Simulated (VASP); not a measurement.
# Au (I4/mmm) in VASP: a series of runs

Runs on Au. Level: PBEsol. Tasks: single point.

All numbers are computed with VASP 6.6.1; they aren't measurements. Logs are shortened: lines on timing, memory, paths and dates and some standing lists are left out, and cuts for length are marked.

## Step 1: The cell of the first run

The structure is tetragonal, space group I4/mmm (No. 139). Conventional cell: a = 3.414 Å, b = 3.414 Å, c = 3.315 Å, α = 90.00°, β = 90.00°, γ = 90.00°. Within 3.9 Å of Au (site symmetry 4/mmm) lie 14 Au at 2.93 to 3.41 Å.

## Step 2: Single point, PBEsol (strain +0.030 along x and y, +0.000 along z)

The input, INCAR:

```
PREC = Accurate ; ENCUT = 520
EDIFF = 1E-6 ; ISMEAR = 0
SIGMA = 0.15 ; LREAL = False
LASPH = True ; NELM = 100
ALGO = Fast ; ISIF = 2
LWAVE = False ; LCHARG = False
GGA = PS ; NBANDS = 12
```

The input, KPOINTS:

```
regular mesh
0
Gamma
  20 20 20
```

The input, POSCAR:

```
Au
1.0
   -1.7069870700      1.7069870700      1.6572690000
    1.7069870700     -1.7069870700      1.6572690000
    1.7069870700      1.7069870700     -1.6572690000
Au
1
Direct
    0.0000000000      0.0000000000      0.0000000000
```

Potentials or basis: VASP PAW PBE potentials, release 64 (Au).

Run with:

```bash
$ cat potpaw_PBE.64/Au/POTCAR > POTCAR
$ mpirun -np 1 vasp_std > vasp.out
```

OUTCAR:

```text
PREC = Accurate
   ENCUT = 520
   EDIFF = 1E-6
   ISMEAR = 0
   LREAL = False
   LASPH = True
   NELM = 100
   ISIF = 2
   GGA = PS

 ion  position               nearest neighbor table
   1  0.000  0.000  0.000-

  LATTYP: Found a body centered tetragonal cell.
 ALAT       =     3.4139741400
 C/A-ratio  =     0.9708737864

  Lattice vectors:

 A1 = (  -1.7069870700,   1.7069870700,   1.6572690000)
 A2 = (   1.7069870700,  -1.7069870700,   1.6572690000)
 A3 = (   1.7069870700,   1.7069870700,  -1.6572690000)

Analysis of symmetry for initial positions (statically):
=====================================================================
 Subroutine PRICEL returns:
 Original cell was already a primitive cell.

 Routine SETGRP: Setting up the symmetry group for a
 body centered tetragonal supercell.

 Subroutine GETGRP returns: Found 16 space group operations
 (whereof 16 operations were pure point group operations)
 out of a pool of 16 trial point group operations.

The static configuration has the point symmetry D_4h.

Analysis of symmetry for dynamics (positions and initial velocities):
=====================================================================
 Subroutine PRICEL returns:
 Original cell was already a primitive cell.

 Routine SETGRP: Setting up the symmetry group for a
 body centered tetragonal supercell.

 Subroutine GETGRP returns: Found 16 space group operations
 (whereof 16 operations were pure point group operations)
 out of a pool of 16 trial point group operations.

The dynamic configuration has the point symmetry D_4h.

 Subroutine INISYM returns: Found 16 space group operations
 (whereof 16 operations are pure point group operations),
 and found     1 'primitive' translations

----------------------------------------------------------------------------------------

                                     Primitive cell

  volume of cell :      19.3158

  direct lattice vectors                    reciprocal lattice vectors
    -1.706987070  1.706987070  1.657269000     0.000000000  0.292913759  0.301701172
     1.706987070 -1.706987070  1.657269000     0.292913759  0.000000000  0.301701172
     1.706987070  1.706987070 -1.657269000     0.292913759  0.292913759  0.000000000

  length of vectors
     2.928164998  2.928164998  2.928164998     0.420502161  0.420502161  0.414242611

  position of ions in fractional coordinates (direct lattice)
     0.000000000  0.000000000  0.000000000

  ion indices of the primitive-cell ions
   primitive index   ion index
                 1           1

----------------------------------------------------------------------------------------

 KPOINTS: regular mesh

Automatic generation of k-mesh.
 Grid dimensions read from file:
 generate k-points for:   20   20   20

 Generating k-lattice:

  Cartesian coordinates                     Fractional coordinates (reciprocal lattice)
     0.000000000  0.014645688  0.015085059     0.050000000 -0.000000000  0.000000000
     0.014645688  0.000000000  0.015085059    -0.000000000  0.050000000  0.000000000
     0.014645688  0.014645688  0.000000000     0.000000000  0.000000000  0.050000000

  Length of vectors
     0.021025108  0.021025108  0.020712131

  Shift w.r.t. Gamma in fractional coordinates (k-lattice)
     0.000000000  0.000000000  0.000000000

 Subroutine IBZKPT returns following result:
 ===========================================

 Found    641 irreducible k-points:

 Following reciprocal coordinates:
            Coordinates               Weight
  0.000000  0.000000  0.000000      1.000000
  0.050000 -0.000000  0.000000      8.000000
  0.100000 -0.000000  0.000000      8.000000
  0.150000  0.000000  0.000000      8.000000
  0.200000 -0.000000  0.000000      8.000000
  0.250000 -0.000000  0.000000      8.000000
[... 16 lines left out ...]
 -0.400000  0.050000 -0.000000     16.000000
 -0.350000  0.050000 -0.000000     16.000000
 [... further k-points ...]
   k-points           NKPTS =    641   k-points in BZ     NKDIM =    641   number of bands    NBANDS=     12
   number of dos      NEDOS =    301   number of ions     NIONS =      1
   total plane-waves  NPLWV =  13824
   dimension x,y,z NGX =    24 NGY =   24 NGZ =   24
   dimension x,y,z NGXF=    48 NGYF=   48 NGZF=   48
   ions per type =               1
   NGX,Y,Z   is equivalent  to a cutoff of  13.63, 13.63, 13.63 a.u.
   NGXF,Y,Z  is equivalent  to a cutoff of  27.25, 27.25, 27.25 a.u.
 SYSTEM =  unknown system
   PREC   = accura    normal or accurate (medium, high low for compatibility)
   ISTART =      0    job   : 0-new  1-cont  2-samecut
   ICHARG =      2    charge: 1-file 2-atom 10-const
   ISPIN  =      1    spin polarized calculation?
   LNONCOLLINEAR =      F non collinear calculations
   LSORBIT =      F    spin-orbit coupling
   LASPH  =      T    aspherical Exc in radial PAW
   ENCUT  =  520.0 eV  38.22 Ry    6.18 a.u.   5.44  5.44  5.44*2*pi/ulx,y,z
   NELM   =    100;   NELMIN=  2; NELMDL= -5     # of ELM steps
   EDIFF  = 0.1E-05   stopping-criterion for ELM
   LREAL  =      F    real-space projection
   EDIFFG = 0.1E-04   stopping-criterion for IOM
   NSW    =      0    number of steps for IOM
   IBRION =     -1    ionic relax: 0-MD 1-quasi-New 2-CG
   NFREE  =      0    steps in history (QN), initial steepest desc. (CG)
   ISIF   =      2    stress and relaxation
   ISYM   =      2    0-nonsym 1-usesym 2-fastsym
   POTIM  = 0.5000    time-step for ionic-motion
   TEBEG  =    0.0;   TEEND  =   0.0 temperature during run
   PSTRESS=    0.0 pullay stress
   NELECT =      11.0000    total number of electrons
   NUPDOWN=      -1.0000    fix difference up-down
   EMIN   =  10.00;   EMAX   =-10.00  energy-range for DOS
   EFERMI =   0.00;   METHOD = LEGACY
   ISMEAR =     0;   SIGMA  =   0.15  broadening in eV -4-tet -1-fermi 0-gaus
   EFERMI_NEDOS =   21; number of points for ismear=-14 and -15
   IALGO  =     68    algorithm
   IMIX   =      4    mixing-type and parameters
     AMIX     =   0.40;   BMIX     =  1.00
     AMIX_MAG =   1.60;   BMIX_MAG =  1.00
  volume/ion in A,a.u.               =      19.32       130.35
  Fermi-wavevector in a.u.,A,eV,Ry     =   1.356963  2.564288 25.053057  1.841348
  Thomas-Fermi vector in A             =   2.483921
   LORBIT       =      0    0 simple, 1 ext, 2 COOP (PROOUT), +10 PAW based schemes
   GGA     = PS    functional components
   LHFCALC =     F    Hartree Fock is set to
   AEXX    =    0.0000 exact exchange contribution
   IVDW    =     0    specifies the selected vdW correction
   LEPSILON=     F    determine dielectric tensor
   LRPA    =     F    only Hartree local field effects (RPA)
 non-spin polarized calculation
 RMM-DIIS sequential band-by-band and
 Gauss-broadening in eV      SIGMA  =   0.15
  energy-cutoff  :      520.00
  volume of cell :       19.32
 maximum number of plane-waves:       547
 NGX is ok and might be reduce to    24
   NGX = 11   NGY = 11   NGZ = 11

 number of electron      11.0000001 magnetization

 Free energy of the ion-electron system (eV)
  ---------------------------------------------------
  ext. energy  EPLUGINS =         0.00000000
  ---------------------------------------------------
  free energy    TOTEN  =        -3.78104082 eV

  energy without entropy =       -3.77669351  energy(sigma->0) =       -3.77886717

 E-fermi :   7.3668     XC(G=0): -12.1557

 val. band max:        7.3508071326   @ k =  -0.1000   0.4500   0.1000
 cond. band min:       7.3707126845   @ k =   0.4000   0.0500   0.0500
 fundamental gap:      0.0199055519
 Fermi energy:         7.3667614080

 k-point     1 :       0.0000    0.0000    0.0000
  band No.  band energies     occupation
      1      -1.3280      2.00000
      2       3.0055      2.00000
      3       3.1679      2.00000
      4       3.1679      2.00000
      5       4.6015      2.00000
      6       4.7900      2.00000
      7      23.5747      0.00000
      8      23.5747      0.00000
      9      24.0790      0.00000
     10      29.1752      0.00000
     11      29.1752      0.00000
     12      29.9682      0.00000

 k-point     2 :       0.0500   -0.0000    0.0000
  band No.  band energies     occupation
      1      -1.2442      2.00000
      2       3.0132      2.00000
      3       3.1694      2.00000
      4       3.1899      2.00000
      5       4.5987      2.00000
      6       4.7683      2.00000
      7      23.5720      0.00000
      8      23.6706      0.00000
      9      24.0359      0.00000
     10      28.3434      0.00000
     11      28.8622      0.00000
     12      28.9718      0.00000

 k-point     3 :       0.1000   -0.0000    0.0000
  band No.  band energies     occupation
      1      -0.9976      2.00000
      2       2.9747      2.00000
      3       3.1719      2.00000
      4       3.3184      2.00000
      5       4.5822      2.00000
      6       4.7235      2.00000
      7      23.4251      0.00000
      8      23.8092      0.00000
      9      23.9500      0.00000
     10      27.0416      0.00000
     11      27.7709      0.00000
     12      28.0225      0.00000

 k-point     4 :       0.1500    0.0000    0.0000
  band No.  band energies     occupation
      1      -0.6040      2.00000
      2       2.8764      2.00000
      3       3.1739      2.00000
      4       3.5683      2.00000
      5       4.5393      2.00000
      6       4.7021      2.00000
      7      22.4967      0.00000
      8      23.3680      0.00000
      9      24.3874      0.00000
     10      26.1329      0.00000
     11      26.8567      0.00000
     12      27.2729      0.00000

 k-point     5 :       0.2000   -0.0000    0.0000
  band No.  band energies     occupation
      1      -0.1003      2.00000
      2       2.7467      2.00000
      3       3.1938      2.00000
      4       3.9106      2.00000
      5       4.4986      2.00000
      6       4.7130      2.00000
      7      20.7299      0.00000
      8      22.6746      0.00000
      9      24.9090      0.00000
     10      25.5773      0.00000
     11      25.9095      0.00000
     12      27.5080      0.00000
[... 228 lines left out ...]
      1       1.1911      2.00000
      2       2.1908      2.00000
      3       4.6026      2.00000
      4       4.8276      2.00000
      5       5.7080      2.00000
      6       7.3303      1.26863
      7      10.5222      0.00000
      8      19.3075      0.00000
      9      19.9592      0.00000
     10      27.2727      0.00000
     11      27.8472      0.00000
     12      29.7792      0.00000

 k-point    22 :      -0.4500    0.0500    0.0000
  band No.  band energies     occupation
      1       1.2001      2.00000
      2       2.2314      2.00000
      3       4.5788      2.00000
      4       4.7645      2.00000
      5       5.4185      2.00000
      6       6.4430      2.00000
      7      11.8838      0.00000
      8      19.5231      0.00000
      9      20.3114      0.00000
     10      27.1287      0.00000
     11      27.6652      0.00000
     12      30.0962      0.00000

 k-point    23 :      -0.4000    0.0500   -0.0000
  band No.  band energies     occupation
      1       1.1817      2.00000
      2       2.3087      2.00000
      3       4.3689      2.00000
      4       4.6645      2.00000
      5       4.9578      2.00000
      6       5.7005      2.00000
      7      13.6626      0.00000
      8      19.9386      0.00000
      9      20.9760      0.00000
     10      26.8596      0.00000
     11      27.3619      0.00000
     12      30.5136      0.00000

 k-point    24 :      -0.3500    0.0500   -0.0000
  band No.  band energies     occupation
      1       1.0531      2.00000
      2       2.4167      2.00000
      3       3.7892      2.00000
      4       4.5551      2.00000
      5       4.8027      2.00000
      6       5.1560      2.00000
      7      15.6180      0.00000
      8      20.5254      0.00000
      9      21.8766      0.00000
     10      26.4345      0.00000
     11      27.0790      0.00000
     12      29.9445      0.00000

 [... further k-points ...]

------------------------ aborting loop because EDIFF is reached ----------------------------------------

  FORCE on cell =-STRESS in cart. coord.  units (eV):
  Direction    XX          YY          ZZ          XY          YZ          ZX
  --------------------------------------------------------------------------------------
  -------------------------------------------------------------------------------------
  Total       -1.8068482     -1.8068482     -1.8364415      0.0000000      0.0000000      0.0000000
  in kB     -149.8714117   -149.8714117   -152.3260600      0.0000000      0.0000000      0.0000000
  external PRESSURE =    -150.6896278 kB  Pullay stress =       0.0000000 kB

 VOLUME and BASIS-vectors are now :
 -----------------------------------------------------------------------------
  energy-cutoff  :      520.00
  volume of cell :       19.32
      direct lattice vectors                 reciprocal lattice vectors
    -1.706987070  1.706987070  1.657269000     0.000000000  0.292913759  0.301701172
     1.706987070 -1.706987070  1.657269000     0.292913759  0.000000000  0.301701172
     1.706987070  1.706987070 -1.657269000     0.292913759  0.292913759  0.000000000

 POSITION                                       TOTAL-FORCE (eV/Angst)
 -----------------------------------------------------------------------------------
      0.00000      0.00000      0.00000         0.000000     -0.000000     -0.000000
 -----------------------------------------------------------------------------------
    total drift:                                0.000000      0.000000     -0.000000

  FREE ENERGIE OF THE ION-ELECTRON SYSTEM (eV)
  ---------------------------------------------------
  free  energy   TOTEN  =        -3.7810408231 eV

  energy  without entropy=       -3.7766935093  energy(sigma->0) =       -3.77886717
```

Run time: 68 s. Hardware: 1 thread of Intel Xeon 6975P-C, shared host; peak memory 0.26 GiB.

What came out:

```
Free energy : -3.7810 eV
Pressure    : -15.1 GPa
```

Stress tensor (GPa, compression positive):
```
-14.99   0.00   0.00
  0.00 -14.99   0.00
  0.00   0.00 -15.23
```

Levels at points of the mesh, in eV from the Fermi level:
```
           k point  band 4  band 5  band 6  band 7  band 8  band 9
(0.00, 0.00, 0.00)   -4.20   -2.77   -2.58   16.21   16.21   16.71
(0.50, 0.00, 0.00)   -2.45   -1.43   -0.15    2.91   12.04   12.76
(0.50, 0.50, 0.00)   -2.57   -1.46   -0.31    2.69   12.48   13.39
(0.50, 0.50, 0.50)   -1.76   -1.71    5.82    5.82    6.63    8.19
```

Caveat: the cell differs from its parent crystal (strain +0.030 along x and y, +0.000 along z); the PAW data sets were made with another functional, which shifts forces and pressure a little; spin-orbit coupling is left out, which moves the levels of the heavy elements.

## Step 3: Single point, PBEsol (strain -0.030 along x and y, +0.000 along z)

The input, INCAR:

```
SYSTEM = Au
PREC = Accurate
ENCUT = 520
EDIFF = 1E-6
ISMEAR = 0
SIGMA = 0.15
LREAL = .FALSE.
LASPH = .TRUE.
NELM = 80
ALGO = Fast
ISIF = 2
LWAVE = .FALSE.
LCHARG = .FALSE.
GGA = PS
NBANDS = 12
```

The input, KPOINTS:

```
Automatic mesh
0
G
  20 20 20
  0 0 0
```

The input, POSCAR:

```
Au
1.0
   -1.6075509300      1.6075509300      1.6572690000
    1.6075509300     -1.6075509300      1.6572690000
    1.6075509300      1.6075509300     -1.6572690000
Au
1
Direct
    0.0000000000      0.0000000000      0.0000000000
```

Potentials or basis: VASP PAW PBE potentials, release 64 (Au).

Run with:

```bash
$ cat potpaw_PBE.64/Au/POTCAR > POTCAR
$ mpirun -np 1 vasp_std > vasp.out
```

Run time: 70 s. Hardware: 1 thread of Intel Xeon 6975P-C, shared host; peak memory 0.25 GiB.

The run converged. Its results:

```
Free energy : -3.9047 eV
Pressure    : -1.0 GPa
```

Stress tensor (GPa, compression positive):
```
-1.08  0.00  0.00
 0.00 -1.08  0.00
 0.00  0.00 -0.98
```

Levels at points of the mesh, in eV from the Fermi level:
```csv
k point,band 3,band 4,band 5,band 6,band 7,band 8,band 9,band 10
"(0.00, 0.00, 0.00)",-4.91,-4.72,-3.04,-2.81,16.14,16.66,16.66,23.52
"(0.50, 0.00, 0.00)",-3.18,-2.71,-1.40,-0.75,3.43,12.48,14.07,22.06
"(0.50, 0.50, 0.00)",-2.90,-2.63,-1.35,-0.57,3.68,12.05,13.37,21.12
"(0.50, 0.50, 0.50)",-1.81,-1.74,-1.74,5.65,6.53,6.53,9.58,15.66
```

Caveat: the cell differs from its parent crystal (strain -0.030 along x and y, +0.000 along z); the PAW data sets were made with another functional, which shifts forces and pressure a little; spin-orbit coupling is left out, which moves the levels of the heavy elements.

## Step 4: Single point, PBEsol (strain +0.030 along x and y, -0.030 along z)

The input, INCAR:

```
PREC = Accurate ; ENCUT = 520
EDIFF = 1E-7 ; ISMEAR = 0
SIGMA = 0.15 ; LREAL = False
LASPH = True ; NELM = 60
ALGO = Normal ; ISIF = 2
LWAVE = False ; LCHARG = False
GGA = PS ; NBANDS = 12
```

The input, KPOINTS:

```
regular mesh
0
Gamma
  20 20 20
```

The input, POSCAR:

```
Au
1.0
   -1.7069870700      1.7069870700      1.6075509300
    1.7069870700     -1.7069870700      1.6075509300
    1.7069870700      1.7069870700     -1.6075509300
Au
1
Direct
    0.0000000000      0.0000000000      0.0000000000
```

Run with:

```bash
$ cat potpaw_PBE.64/Au/POTCAR > POTCAR
$ mpirun -np 1 vasp_std > vasp.out
```

It took 56 s on 1 thread of Intel Xeon 6975P-C, shared host; peak memory 0.26 GiB.

The run converged. Its results:

```
Free energy : -3.8320 eV
Pressure    : -12.5 GPa
```

Stress tensor (GPa, compression positive):
```
-12.27   0.00   0.00
  0.00 -12.27   0.00
  0.00   0.00 -13.06
```

Levels at points of the mesh, in eV from the Fermi level:
| k point | band 4 | band 5 | band 6 | band 7 | band 8 | band 9 |
| --- | --- | --- | --- | --- | --- | --- |
| (0.00, 0.00, 0.00) | -4.27 | -2.97 | -2.55 | 16.04 | 16.04 | 17.13 |
| (0.50, 0.00, 0.00) | -2.39 | -1.43 | -0.22 | 3.15 | 11.94 | 12.76 |
| (0.50, 0.50, 0.00) | -2.69 | -1.49 | -0.55 | 2.69 | 12.83 | 14.08 |
| (0.50, 0.50, 0.50) | -1.80 | -1.68 | 5.57 | 5.57 | 7.25 | 8.42 |

Caveat: the cell differs from its parent crystal (strain +0.030 along x and y, -0.030 along z); the PAW data sets were made with another functional, which shifts forces and pressure a little; spin-orbit coupling is left out, which moves the levels of the heavy elements.

## Step 5: The runs side by side

| cell | gap on the mesh (eV) | pressure (GPa) |
| --- | --- | --- |
| a = 2.928 Å, angles 108.7, 108.7, 111.1°, 1 atom | none | -15.1 |
| a = 2.813 Å, angles 110.3, 110.3, 107.8°, 1 atom | none | -1.0 |
| a = 2.900 Å, angles 107.9, 107.9, 112.7°, 1 atom | none | -12.5 |

Alike in all rows: task single point; level PBEsol; potentials or basis VASP PAW PBE potentials, release 64 (Au); no spin polarisation; k mesh 20 × 20 × 20; cutoff (eV) 520; smearing gaussian 0.15 eV.

Caveats: the PAW data sets were made with another functional, which shifts forces and pressure a little; spin-orbit coupling is left out, which moves the levels of the heavy elements.

Absolute energies hang on the potentials; compare differences alone.
